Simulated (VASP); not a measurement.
# NaF (Villiaumite) (Fm-3m) in VASP: notebook, part 2 of 2

VASP 6.6.1. The steps go on from the part before.

## 4. Single point, PBEsol

This run uses another cell than the first one, of 12.40 Å³/atom, 1.087 times its volume.

INCAR

```
SYSTEM = NaF
PREC = Accurate
ENCUT = 520
EDIFF = 1E-6
ISMEAR = -1
SIGMA = 0.02
LREAL = .FALSE.
LASPH = .TRUE.
NELM = 60
ALGO = Normal
ISIF = 2
LWAVE = .FALSE.
LCHARG = .FALSE.
GGA = PS
NBANDS = 14
```

KPOINTS

```
Automatic mesh
0
G
  8 8 8
  0 0 0
```

POSCAR

```
NaF
1.0
    0.0000000000      2.3147207616      2.3147207616
    2.3147207616      0.0000000000      2.3147207616
    2.3147207616      2.3147207616      0.0000000000
Na F
1 1
Direct
    0.0000000000      0.0000000000      0.0000000000
    0.5000000000      0.5000000000      0.5000000000
```

Potentials or basis: VASP PAW PBE potentials, release 64 (Na_pv, F).

Command:

```
$ cat potpaw_PBE.64/Na_pv/POTCAR potpaw_PBE.64/F/POTCAR > POTCAR
$ mpirun -np 1 vasp_std > vasp.out
```

OUTCAR:

```text
SYSTEM = NaF
   PREC = Accurate
   ENCUT = 520
   EDIFF = 1E-6
   ISMEAR = -1
   LREAL = .FALSE.
   LASPH = .TRUE.
   NELM = 60
   ISIF = 2
   GGA = PS

 ion  position               nearest neighbor table
   1  0.000  0.000  0.000-   2 2.31   2 2.31   2 2.31   2 2.31   2 2.31   2 2.31
   2  0.500  0.500  0.500-   1 2.31   1 2.31   1 2.31   1 2.31   1 2.31   1 2.31

  LATTYP: Found a face centered cubic cell.
 ALAT       =     4.6294415232

  Lattice vectors:

 A1 = (   0.0000000000,   2.3147207616,   2.3147207616)
 A2 = (   2.3147207616,   0.0000000000,   2.3147207616)
 A3 = (   2.3147207616,   2.3147207616,   0.0000000000)

Analysis of symmetry for initial positions (statically):
=====================================================================
 Subroutine PRICEL returns:
 Original cell was already a primitive cell.

 Routine SETGRP: Setting up the symmetry group for a
 face centered cubic supercell.

 Subroutine GETGRP returns: Found 48 space group operations
 (whereof 48 operations were pure point group operations)
 out of a pool of 48 trial point group operations.

The static configuration has the point symmetry O_h .

Analysis of symmetry for dynamics (positions and initial velocities):
=====================================================================
 Subroutine PRICEL returns:
 Original cell was already a primitive cell.

 Routine SETGRP: Setting up the symmetry group for a
 face centered cubic supercell.

 Subroutine GETGRP returns: Found 48 space group operations
 (whereof 48 operations were pure point group operations)
 out of a pool of 48 trial point group operations.

The dynamic configuration has the point symmetry O_h .

 Subroutine INISYM returns: Found 48 space group operations
 (whereof 48 operations are pure point group operations),
 and found     1 'primitive' translations

----------------------------------------------------------------------------------------

                                     Primitive cell

  volume of cell :      24.8042

  direct lattice vectors                    reciprocal lattice vectors
     0.000000000  2.314720762  2.314720762    -0.216008777  0.216008777  0.216008777
     2.314720762  0.000000000  2.314720762     0.216008777 -0.216008777  0.216008777
     2.314720762  2.314720762  0.000000000     0.216008777  0.216008777 -0.216008777

  length of vectors
     3.273509494  3.273509494  3.273509494     0.374138176  0.374138176  0.374138176

  position of ions in fractional coordinates (direct lattice)
     0.000000000  0.000000000  0.000000000
     0.500000000  0.500000000  0.500000000

  ion indices of the primitive-cell ions
   primitive index   ion index
                 1           1
                 2           2

----------------------------------------------------------------------------------------

 KPOINTS: Automatic mesh

Automatic generation of k-mesh.
 Grid dimensions read from file:
 generate k-points for:    8    8    8

 Generating k-lattice:

  Cartesian coordinates                     Fractional coordinates (reciprocal lattice)
    -0.027001097  0.027001097  0.027001097     0.125000000  0.000000000  0.000000000
     0.027001097 -0.027001097  0.027001097     0.000000000  0.125000000  0.000000000
[... 39 lines left out ...]
 [... further k-points ...]
   k-points           NKPTS =     29   k-points in BZ     NKDIM =     29   number of bands    NBANDS=     14
   number of dos      NEDOS =    301   number of ions     NIONS =      2
   total plane-waves  NPLWV =  13824
   dimension x,y,z NGX =    24 NGY =   24 NGZ =   24
   dimension x,y,z NGXF=    48 NGYF=   48 NGZF=   48
   ions per type =               1   1
   NGX,Y,Z   is equivalent  to a cutoff of  12.19, 12.19, 12.19 a.u.
   NGXF,Y,Z  is equivalent  to a cutoff of  24.38, 24.38, 24.38 a.u.
 SYSTEM =  NaF
   PREC   = accura    normal or accurate (medium, high low for compatibility)
   ISTART =      0    job   : 0-new  1-cont  2-samecut
   ICHARG =      2    charge: 1-file 2-atom 10-const
   ISPIN  =      1    spin polarized calculation?
   LNONCOLLINEAR =      F non collinear calculations
   LSORBIT =      F    spin-orbit coupling
   LASPH  =      T    aspherical Exc in radial PAW
   ENCUT  =  520.0 eV  38.22 Ry    6.18 a.u.   6.09  6.09  6.09*2*pi/ulx,y,z
   NELM   =     60;   NELMIN=  2; NELMDL= -5     # of ELM steps
   EDIFF  = 0.1E-05   stopping-criterion for ELM
   LREAL  =      F    real-space projection
   EDIFFG = 0.1E-04   stopping-criterion for IOM
   NSW    =      0    number of steps for IOM
   IBRION =     -1    ionic relax: 0-MD 1-quasi-New 2-CG
   NFREE  =      0    steps in history (QN), initial steepest desc. (CG)
   ISIF   =      2    stress and relaxation
   ISYM   =      2    0-nonsym 1-usesym 2-fastsym
   POTIM  = 0.5000    time-step for ionic-motion
   TEBEG  =    0.0;   TEEND  =   0.0 temperature during run
   PSTRESS=    0.0 pullay stress
   NELECT =      14.0000    total number of electrons
   NUPDOWN=      -1.0000    fix difference up-down
   EMIN   =  10.00;   EMAX   =-10.00  energy-range for DOS
   EFERMI =   0.00;   METHOD = LEGACY
   ISMEAR =    -1;   SIGMA  =   0.02  broadening in eV -4-tet -1-fermi 0-gaus
   EFERMI_NEDOS =   21; number of points for ismear=-14 and -15
   IALGO  =     38    algorithm
   IMIX   =      4    mixing-type and parameters
     AMIX     =   0.40;   BMIX     =  1.00
     AMIX_MAG =   1.60;   BMIX_MAG =  1.00
  volume/ion in A,a.u.               =      12.40        83.69
  Fermi-wavevector in a.u.,A,eV,Ry     =   1.352931  2.556668 24.904398  1.830422
  Thomas-Fermi vector in A             =   2.480228
   LORBIT       =      0    0 simple, 1 ext, 2 COOP (PROOUT), +10 PAW based schemes
   GGA     = PS    functional components
   LHFCALC =     F    Hartree Fock is set to
   AEXX    =    0.0000 exact exchange contribution
   IVDW    =     0    specifies the selected vdW correction
   LEPSILON=     F    determine dielectric tensor
   LRPA    =     F    only Hartree local field effects (RPA)
 non-spin polarized calculation
  energy-cutoff  :      520.00
  volume of cell :       24.80
 maximum number of plane-waves:       692
   NGX = 13   NGY = 13   NGZ = 13

 number of electron      13.9999983 magnetization

 Free energy of the ion-electron system (eV)
  ---------------------------------------------------
  ext. energy  EPLUGINS =         0.00000000
  ---------------------------------------------------
  free energy    TOTEN  =        -8.76876285 eV

  energy without entropy =       -8.76876285  energy(sigma->0) =       -8.76876285

 E-fermi :  -1.7242     XC(G=0):  -9.3489

 val. band max:       -2.1635245463   @ k =   0.0000   0.0000   0.0000
 cond. band min:       4.0122712831   @ k =   0.0000   0.0000   0.0000
 fundamental gap:      6.1757958294
 Fermi energy:        -1.7241787554

 k-point     1 :       0.0000    0.0000    0.0000
  band No.  band energies     occupation
      1     -21.2253      2.00000
      2     -20.9244      2.00000
      3     -20.9244      2.00000
      4     -20.9244      2.00000
      5      -2.1635      2.00000
      6      -2.1635      2.00000
      7      -2.1635      2.00000
      8       4.0123      0.00000
      9      16.6998      0.00000
     10      16.6998      0.00000
     11      16.6998      0.00000
     12      19.3885      0.00000
     13      21.7795      0.00000
     14      21.7795      0.00000
[... 377 lines left out ...]
      1     -21.6674      2.00000
      2     -20.9812      2.00000
      3     -20.9567      2.00000
      4     -20.3124      2.00000
      5      -3.5019      2.00000
      6      -2.7541      2.00000
      7      -2.5070      2.00000
      8       9.4675      0.00000
      9      10.4278      0.00000
     10      14.8813      0.00000
     11      16.7208      0.00000
     12      19.9087      0.00000
     13      20.9771      0.00000
     14      25.7860      0.00000

 [... further k-points ...]

------------------------ aborting loop because EDIFF is reached ----------------------------------------

  FORCE on cell =-STRESS in cart. coord.  units (eV):
  Direction    XX          YY          ZZ          XY          YZ          ZX
  --------------------------------------------------------------------------------------
  -------------------------------------------------------------------------------------
  Total       -0.0145335     -0.0145335     -0.0145335      0.0000000     -0.0000000      0.0000000
  in kB       -0.9387625     -0.9387625     -0.9387625      0.0000000     -0.0000000      0.0000000
  external PRESSURE =      -0.9387625 kB  Pullay stress =       0.0000000 kB

 VOLUME and BASIS-vectors are now :
 -----------------------------------------------------------------------------
  energy-cutoff  :      520.00
  volume of cell :       24.80
      direct lattice vectors                 reciprocal lattice vectors
     0.000000000  2.314720762  2.314720762    -0.216008777  0.216008777  0.216008777
     2.314720762  0.000000000  2.314720762     0.216008777 -0.216008777  0.216008777
     2.314720762  2.314720762  0.000000000     0.216008777  0.216008777 -0.216008777

 POSITION                                       TOTAL-FORCE (eV/Angst)
 -----------------------------------------------------------------------------------
      0.00000      0.00000      0.00000        -0.000000     -0.000000     -0.000000
      2.31472      2.31472      2.31472         0.000000      0.000000      0.000000
 -----------------------------------------------------------------------------------
    total drift:                                0.000000     -0.000000      0.000000

  FREE ENERGIE OF THE ION-ELECTRON SYSTEM (eV)
  ---------------------------------------------------
  free  energy   TOTEN  =        -8.7687628460 eV

  energy  without entropy=       -8.7687628460  energy(sigma->0) =       -8.76876285
```

It took 7.5 s on 1 thread of Intel Xeon Platinum 8259CL at 2.50GHz (Skylake/Cascade Lake), shared host; peak memory 0.13 GiB.

Results:

```
Free energy            : -8.7688 eV
Pressure               : -0.1 GPa
Band gap on the k mesh : 6.18 eV, direct
```

Caveat: the PAW data sets were made with another functional, which shifts forces and pressure a little. A hybrid or GW would open this gap; PBEsol tends to underestimate it.

## 5. Overview

| level | potentials or basis | cell | gap on the mesh (eV) | pressure (GPa) |
| --- | --- | --- | --- | --- |
| LDA | VASP PAW LDA potentials, release 64 (Na_pv, F) | a = 3.184 Å, angles 60.0°, 2 atoms | 6.44 | 0.0 |
| PBE | VASP PAW PBE potentials, release 64 (Na_pv, F) | a = 3.323 Å, angles 60.0°, 2 atoms | 6.08 | -0.1 |
| PBEsol | VASP PAW PBE potentials, release 64 (Na_pv, F) | a = 3.274 Å, angles 60.0°, 2 atoms | 6.18 | -0.1 |

Alike in all rows: task single point; no spin polarisation; k mesh 8 × 8 × 8; cutoff (eV) 520; smearing fermi-dirac 0.02 eV.

Caveats: the PAW data sets were made with another functional, which shifts forces and pressure a little (some runs).

Total energies depend on the potentials used, so only differences within one code and one set of settings carry meaning.
